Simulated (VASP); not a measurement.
# TiSi62 (a cell with a defect) in VASP: single point with r2SCAN

Aim: the single point of TiSi62 (a cell with a defect) with r2SCAN.

Program: VASP 6.6.1. These are calculated values, not measurements. Logs are shortened: lines on timing, memory, paths and dates and some standing lists are left out, and cuts for length are marked.

## 1. The cell of the first run

The cell holds a defect, 63 atoms: a = 10.866 Å, b = 10.866 Å, c = 10.866 Å, α = 90.00°, β = 90.00°, γ = 90.00°.

## 2. Single point, r2SCAN, collinear spin

POSCAR

```
TiSi62
1.0
   10.8655790000      0.0000000000      0.0000000000
    0.0000000000     10.8655790000      0.0000000000
    0.0000000000      0.0000000000     10.8655790000
Si Ti
62 1
Direct
    0.9986380000      0.9983190000      0.0002450000
    0.0036530000      0.0011580000      0.5003720000
    0.9914990000      0.4994650000      0.9930770000
    0.9964860000      0.4991460000      0.5015950000
    0.4998410000      0.9960960000      0.9990730000
    0.4992320000      0.9982420000      0.5015020000
    0.4980260000      0.4974510000      0.9997690000
    0.1243300000      0.1234310000      0.1254310000
    0.1313780000      0.1305400000      0.6240660000
    0.1191790000      0.6233080000      0.1223780000
    0.1264800000      0.6220230000      0.6245970000
    0.6230150000      0.1248420000      0.1277120000
    0.6249150000      0.1238360000      0.6262860000
    0.6236830000      0.6221120000      0.1255210000
    0.2492410000      0.2483210000      0.0005820000
    0.2636570000      0.2649550000      0.5092060000
    0.2480700000      0.7499010000      0.0013940000
    0.2528360000      0.7445980000      0.4970430000
    0.7490400000      0.2491400000      0.0015690000
    0.7489090000      0.2481570000      0.4985070000
    0.7479410000      0.7441470000      0.9953330000
    0.7409200000      0.7421370000      0.5138430000
    0.3740680000      0.3734120000      0.1272460000
    0.4059360000      0.3997190000      0.6222860000
    0.3743090000      0.8734890000      0.1272710000
    0.3771210000      0.8687620000      0.6256030000
    0.8736410000      0.3742710000      0.1268640000
    0.8691160000      0.3751090000      0.6263350000
    0.8717980000      0.8715190000      0.1218470000
    0.8756990000      0.8733290000      0.6233970000
    0.2511800000      0.0018520000      0.2522280000
    0.2491900000      0.9968690000      0.7493770000
    0.2470750000      0.5003160000      0.2501850000
    0.2539620000      0.4972830000      0.7484910000
    0.7485570000      0.9964730000      0.2501260000
    0.7488840000      0.9964450000      0.7503540000
    0.7457300000      0.4979950000      0.2550610000
    0.7169880000      0.5013200000      0.7236000000
    0.3750180000      0.1284620000      0.3794950000
    0.3738330000      0.1220380000      0.8745970000
    0.3818600000      0.6096430000      0.3814580000
    0.3741020000      0.6252490000      0.8754160000
    0.8748560000      0.1222140000      0.3737940000
    0.8737480000      0.1231740000      0.8753530000
    0.8701200000      0.6266710000      0.3790070000
    0.8591950000      0.6143660000      0.8587290000
    0.0009300000      0.2495660000      0.2513880000
    0.9982560000      0.2497330000      0.7497630000
    0.9967880000      0.7496550000      0.2508340000
    0.9967730000      0.7447310000      0.7493870000
    0.5025520000      0.2560790000      0.2583780000
    0.4979740000      0.2496270000      0.7504650000
    0.4978370000      0.7448630000      0.2533900000
    0.5053430000      0.7295740000      0.7370740000
    0.1261130000      0.3742960000      0.3788680000
    0.1248060000      0.3738810000      0.8739480000
    0.1262100000      0.8728250000      0.3740850000
    0.1219490000      0.8722950000      0.8740880000
    0.6176500000      0.3867660000      0.3946380000
    0.6249480000      0.3732810000      0.8739170000
    0.6250210000      0.8703240000      0.3787440000
    0.6204290000      0.8654900000      0.8679320000
    0.5611030000      0.5843420000      0.5396940000
```

INCAR.step1

```
  ALGO = Normal
  EDIFF = 1E-5
  ENCUT = 440
  GGA = PE
  GGA_COMPAT = F
  ISMEAR = -1
  ISPIN = 2
  ISYM = -1
  KPAR = 1
  LASPH = T
  LCHARG = F
  LMAXMIX = 4
  LREAL = Auto
  LWAVE = T
  MAGMOM = 0 0 0 0 0 0 0 0 0 0 0 0 0 0 0 0 0 0 0 0 0 0 0 0 0 0 0 0 0 0 0 0 0 0 0 0 0 0 0 0 0 0 0 0 0 0 0 0 0 0 0 0 0 0 0 0 0 0 0 0 0 0 1
  NBANDS = 171
  NELECT = 261.0
  NELM = 200
  PREC = Accurate
  SIGMA = 0.05
```

INCAR.step2

```
  ALGO = Normal
  EDIFF = 1E-6
  ENCUT = 440
  GGA_COMPAT = F
  ISIF = 2
  ISMEAR = -1
  ISPIN = 2
  ISTART = 1
  ISYM = -1
  KPAR = 1
  LASPH = T
  LCHARG = F
  LMAXMIX = 4
  LMIXTAU = T
  LORBIT = 11
  LREAL = Auto
  LWAVE = F
  MAGMOM = 0 0 0 0 0 0 0 0 0 0 0 0 0 0 0 0 0 0 0 0 0 0 0 0 0 0 0 0 0 0 0 0 0 0 0 0 0 0 0 0 0 0 0 0 0 0 0 0 0 0 0 0 0 0 0 0 0 0 0 0 0 0 1
  METAGGA = R2SCAN
  NBANDS = 171
  NELECT = 261.0
  NELM = 200
  PREC = Accurate
  SIGMA = 0.05
```

KPOINTS

```
explicit points
1
Reciprocal
  0.25000000   0.25000000   0.25000000 1
```

Potentials or basis: VASP PAW PBE potentials, release 64 (Si, Ti_sv).

Run with:

```sh
cat potpaw_PBE.64/Si/POTCAR potpaw_PBE.64/Ti_sv/POTCAR > POTCAR
cp INCAR.step1 INCAR
mpirun -np 4 vasp_std > vasp.out
cp INCAR.step2 INCAR
mpirun -np 4 vasp_std > vasp.out
```

OUTCAR:

```text
EDIFF = 1E-6
   ENCUT = 440
   ISIF = 2
   ISMEAR = -1
   ISPIN = 2
   ISTART = 1
   ISYM = -1
   LASPH = T
   LORBIT = 11
   LREAL = Auto
   METAGGA = R2SCAN
   NELECT = 261.0
   NELM = 200
   PREC = Accurate

 ion  position               nearest neighbor table
   1  0.999  0.998  0.000-  44 2.35  29 2.35  58 2.36   8 2.36
   2  0.004  0.001  0.500-  43 2.36  57 2.37  30 2.38   9 2.39
   3  0.991  0.499  0.993-  27 2.37  56 2.37  10 2.39  46 2.40
   4  0.996  0.499  0.502-  11 2.36  28 2.36  45 2.36  55 2.37
   5  0.500  0.996  0.999-  25 2.36  40 2.36  12 2.39  62 2.40
   6  0.499  0.998  0.502-  26 2.36  13 2.36  61 2.36  39 2.36
[... 54 lines left out ...]
  61  0.625  0.870  0.379-   6 2.36  53 2.37  35 2.37  22 2.38
  62  0.620  0.865  0.868-  21 2.36  36 2.37   5 2.40  54 2.40
  63  0.561  0.584  0.540-  41 2.61  22 2.61  54 2.73  59 2.73  24 2.77  38 2.77

IMPORTANT INFORMATION: All symmetrisations will be switched off!
NOSYMM: (Re-)initialisation of all symmetry stuff for point group C_1.

----------------------------------------------------------------------------------------

                                     Primitive cell

  volume of cell :    1282.7990

  direct lattice vectors                    reciprocal lattice vectors
    10.865579000  0.000000000  0.000000000     0.092033752  0.000000000  0.000000000
     0.000000000 10.865579000  0.000000000     0.000000000  0.092033752  0.000000000
     0.000000000  0.000000000 10.865579000     0.000000000  0.000000000  0.092033752

  length of vectors
    10.865579000 10.865579000 10.865579000     0.092033752  0.092033752  0.092033752

  position of ions in fractional coordinates (direct lattice)
     0.998638000  0.998319000  0.000245000
     0.003653000  0.001158000  0.500372000
     0.991499000  0.499465000  0.993077000
     0.996486000  0.499146000  0.501595000
     0.499841000  0.996096000  0.999073000
     0.499232000  0.998242000  0.501502000
[... 55 lines left out ...]
     0.620429000  0.865490000  0.867932000
     0.561103000  0.584342000  0.539694000

  ion indices of the primitive-cell ions
   primitive index   ion index
                 1           1
                 2           2
                 3           3
                 4           4
                 5           5
                 6           6
[... 55 lines left out ...]
                62          62
                63          63

----------------------------------------------------------------------------------------

 KPOINTS: explicit points

Read explicit list of k-points.

 Found      1 k-points:

 Following reciprocal coordinates:
            Coordinates               Weight
  0.250000  0.250000  0.250000      1.000000
   k-points           NKPTS =      1   k-points in BZ     NKDIM =      1   number of bands    NBANDS=    172
   number of dos      NEDOS =    301   number of ions     NIONS =     63
   total plane-waves  NPLWV = 512000
   dimension x,y,z NGX =    80 NGY =   80 NGZ =   80
   dimension x,y,z NGXF=   160 NGYF=  160 NGZF=  160
   ions per type =              62   1
   NGX,Y,Z   is equivalent  to a cutoff of  12.24, 12.24, 12.24 a.u.
   NGXF,Y,Z  is equivalent  to a cutoff of  24.48, 24.48, 24.48 a.u.
 SYSTEM =  unknown system
   PREC   = accura    normal or accurate (medium, high low for compatibility)
   ISTART =      1    job   : 0-new  1-cont  2-samecut
   ICHARG =      0    charge: 1-file 2-atom 10-const
   ISPIN  =      2    spin polarized calculation?
   LNONCOLLINEAR =      F non collinear calculations
   LSORBIT =      F    spin-orbit coupling
   LASPH  =      T    aspherical Exc in radial PAW
   ENCUT  =  440.0 eV  32.34 Ry    5.69 a.u.  18.58 18.58 18.58*2*pi/ulx,y,z
   NELM   =    200;   NELMIN=  2; NELMDL=  0     # of ELM steps
   EDIFF  = 0.1E-05   stopping-criterion for ELM
   LREAL  =      T    real-space projection
   EDIFFG = 0.1E-04   stopping-criterion for IOM
   NSW    =      0    number of steps for IOM
   IBRION =     -1    ionic relax: 0-MD 1-quasi-New 2-CG
   NFREE  =      0    steps in history (QN), initial steepest desc. (CG)
   ISIF   =      2    stress and relaxation
   ISYM   =     -1    0-nonsym 1-usesym 2-fastsym
   POTIM  = 0.5000    time-step for ionic-motion
   TEBEG  =    0.0;   TEEND  =   0.0 temperature during run
   PSTRESS=    0.0 pullay stress
   NELECT =     261.0000    total number of electrons
   NUPDOWN=      -1.0000    fix difference up-down
   EMIN   =  10.00;   EMAX   =-10.00  energy-range for DOS
   EFERMI =   0.00;   METHOD = LEGACY
   ISMEAR =    -1;   SIGMA  =   0.05  broadening in eV -4-tet -1-fermi 0-gaus
   EFERMI_NEDOS =   21; number of points for ismear=-14 and -15
   IALGO  =     38    algorithm
   IMIX   =      4    mixing-type and parameters
     AMIX     =   0.40;   BMIX     =  1.00
     AMIX_MAG =   1.60;   BMIX_MAG =  1.00
  volume/ion in A,a.u.               =      20.36       137.41
  Fermi-wavevector in a.u.,A,eV,Ry     =   0.962873  1.819565 12.614281  0.927123
  Thomas-Fermi vector in A             =   2.092369
   LORBIT       =     11    0 simple, 1 ext, 2 COOP (PROOUT), +10 PAW based schemes
   METAGGA = R2SCAN    functional components
   LHFCALC =     F    Hartree Fock is set to
   AEXX    =    0.0000 exact exchange contribution
   IVDW    =     0    specifies the selected vdW correction
   LEPSILON=     F    determine dielectric tensor
   LRPA    =     F    only Hartree local field effects (RPA)
 spin polarized calculation
  energy-cutoff  :      440.00
  volume of cell :     1282.80
 maximum number of plane-waves:     26886
 NGX is ok and might be reduce to    80
   NGX = 37   NGY = 37   NGZ = 37

 number of electron     260.9999998 magnetization       0.0061195

 Free energy of the ion-electron system (eV)
  ---------------------------------------------------
  ext. energy  EPLUGINS =         0.00000000
  ---------------------------------------------------
  free energy    TOTEN  =      -547.69073341 eV

  energy without entropy =     -547.60534211  energy(sigma->0) =     -547.64803776

 E-fermi :   5.6122     XC(G=0):  -9.8483

 val. band max:        5.6052567727   @ k =   0.2500   0.2500   0.2500
 cond. band min:       6.3031980658   @ k =   0.2500   0.2500   0.2500
 fundamental gap:      0.6979412930
 Fermi energy:         5.6122398963

 spin component 1

 k-point     1 :       0.2500    0.2500    0.2500
  band No.  band energies     occupation
      1     -53.7668      1.00000
      2     -29.1162      1.00000
      3     -28.9820      1.00000
      4     -28.8460      1.00000
      5      -6.5949      1.00000
      6      -6.0627      1.00000
[... 134 lines left out ...]
    141       7.5289      0.00000
    142       7.5623      0.00000
 Fermi energy:         5.6122398963

 spin component 2

 k-point     1 :       0.2500    0.2500    0.2500
  band No.  band energies     occupation
      1     -53.7656      1.00000
      2     -29.1147      1.00000
      3     -28.9805      1.00000
      4     -28.8454      1.00000
      5      -6.5948      1.00000
      6      -6.0626      1.00000
[... 134 lines left out ...]
    141       7.5291      0.00000
    142       7.5625      0.00000
 [bands above 142 left out]

------------------------ aborting loop because EDIFF is reached ----------------------------------------

  FORCE on cell =-STRESS in cart. coord.  units (eV):
  Direction    XX          YY          ZZ          XY          YZ          ZX
  --------------------------------------------------------------------------------------
  -------------------------------------------------------------------------------------
  Total       -4.7508638     -1.9862834     -2.0847471     -8.4687736    -10.5710230     -8.3957556
  in kB       -5.9336857     -2.4808082     -2.6037864    -10.5772431    -13.2028892    -10.4860458
  external PRESSURE =      -3.6727601 kB  Pullay stress =       0.0000000 kB

 VOLUME and BASIS-vectors are now :
 -----------------------------------------------------------------------------
  energy-cutoff  :      440.00
  volume of cell :     1282.80
      direct lattice vectors                 reciprocal lattice vectors
    10.865579000  0.000000000  0.000000000     0.092033752  0.000000000  0.000000000
     0.000000000 10.865579000  0.000000000     0.000000000  0.092033752  0.000000000
     0.000000000  0.000000000 10.865579000     0.000000000  0.000000000  0.092033752

 POSITION                                       TOTAL-FORCE (eV/Angst)
 -----------------------------------------------------------------------------------
     10.85078     10.84731      0.00266        -0.004225     -0.007964     -0.009019
      0.03969      0.01258      5.43683        -0.012516     -0.019992     -0.040236
     10.77321      5.42698     10.79036         0.025904     -0.039583      0.008000
     10.82740      5.42351      5.45012         0.019785     -0.003391     -0.013865
      5.43106     10.82316     10.85551        -0.011397     -0.004705     -0.015112
      5.42444     10.84648      5.44911         0.000989      0.002821     -0.003258
[... 55 lines left out ...]
      6.74132      9.40405      9.43058         0.055640      0.009677      0.018143
      6.09671      6.34921      5.86409         0.005857     -0.196967      0.196008
 -----------------------------------------------------------------------------------
    total drift:                                0.007674      0.006550     -0.006474

  FREE ENERGIE OF THE ION-ELECTRON SYSTEM (eV)
  ---------------------------------------------------
  free  energy   TOTEN  =      -547.6907334117 eV

  energy  without entropy=     -547.6053421115  energy(sigma->0) =     -547.64803776

 total charge

# of ion       s       p       d       tot
------------------------------------------
    1        0.747   0.965   0.000   1.711
    2        0.747   0.947   0.000   1.694
    3        0.747   0.937   0.000   1.684
    4        0.747   0.958   0.000   1.705
    5        0.747   0.943   0.000   1.690
    6        0.747   0.960   0.000   1.707
[... 55 lines left out ...]
   62        0.746   0.940   0.000   1.685
   63        2.156   6.112   1.832  10.099
--------------------------------------------------
tot         48.653  64.823   1.832 115.307

 magnetization (x)

# of ion       s       p       d       tot
------------------------------------------
    1       -0.000   0.000   0.000   0.000
    2        0.000   0.000   0.000   0.000
    3        0.000   0.000   0.000   0.000
    4       -0.000   0.000   0.000   0.000
    5        0.000   0.000   0.000   0.000
    6       -0.000   0.000   0.000   0.000
[... 55 lines left out ...]
   62       -0.000   0.000   0.000   0.000
   63        0.000   0.000   0.001   0.001
--------------------------------------------------
tot          0.000   0.002   0.001   0.003
```

It took 9.6 min on 4 MPI ranks of Intel Xeon 6975P-C (Granite Rapids), shared host; peak memory 0.58 GiB.

Results:

| Item | Value |
| --- | --- |
| Free energy | -547.6907 eV |
| Largest force | 0.330 eV/Å |
| Net moment | 0.01 μB per cell |
| Valence electrons inside the program's atomic spheres | Si 1.71, 1.69, 1.68, 1.67, 1.70, 1.65 (each value once); Ti 10.10 |

Forces on the atoms (eV/Å):
```
Si  -0.004 -0.008 -0.009
Si  -0.013 -0.020 -0.040
Si   0.026 -0.040  0.008
Si   0.020 -0.003 -0.014
Si  -0.011 -0.005 -0.015
Si   0.001  0.003 -0.003
Si   0.006  0.010  0.011
Si   0.001  0.009  0.007
Si  -0.026 -0.007  0.047
Si   0.012  0.040  0.019
Si  -0.020  0.015 -0.001
Si   0.015  0.011  0.003
Si  -0.001 -0.014 -0.006
Si  -0.001  0.005 -0.001
Si   0.006 -0.006  0.001
Si  -0.022 -0.054 -0.098
Si   0.015  0.001 -0.026
Si  -0.016  0.015  0.003
Si   0.025  0.008 -0.019
Si   0.016  0.006  0.035
Si  -0.021  0.003 -0.008
Si   0.162  0.122 -0.261
Si  -0.012  0.005 -0.003
Si  -0.252 -0.166  0.110
Si  -0.001  0.001  0.012
Si  -0.042  0.007  0.016
Si  -0.015  0.005  0.010
Si  -0.016 -0.035 -0.026
Si   0.004 -0.006  0.014
Si  -0.044 -0.019  0.075
Si  -0.008 -0.014  0.005
Si   0.017 -0.010 -0.007
Si   0.047 -0.075  0.019
Si   0.013  0.032  0.037
Si   0.003 -0.011  0.001
Si   0.014  0.000 -0.005
Si   0.044 -0.011 -0.008
Si   0.244 -0.109  0.169
Si   0.022  0.003 -0.005
Si  -0.025  0.022 -0.008
Si  -0.158  0.262 -0.123
Si  -0.020 -0.033 -0.002
Si  -0.017  0.027 -0.001
Si  -0.010 -0.002  0.005
Si   0.017 -0.005 -0.015
Si   0.022  0.099  0.051
Si  -0.001 -0.017  0.008
Si  -0.007  0.011  0.011
Si  -0.003 -0.010 -0.013
Si   0.001  0.008 -0.021
Si  -0.053 -0.020 -0.009
Si   0.055  0.011  0.012
Si  -0.007  0.018 -0.023
Si  -0.153  0.193  0.091
Si  -0.002  0.024 -0.009
Si   0.002 -0.014 -0.012
Si   0.002  0.011  0.010
Si   0.002 -0.006  0.012
Si   0.155 -0.090 -0.198
Si  -0.054 -0.014 -0.012
Si   0.005  0.024 -0.017
Si   0.056  0.010  0.018
Ti   0.006 -0.197  0.196
```

Caveat: the cell carries a net charge on a neutralising background, which shifts energy and pressure; the cell is charged against a uniform background, so pressure and absolute levels hang on convention; the PAW data sets were made with another functional, which shifts forces and pressure a little.
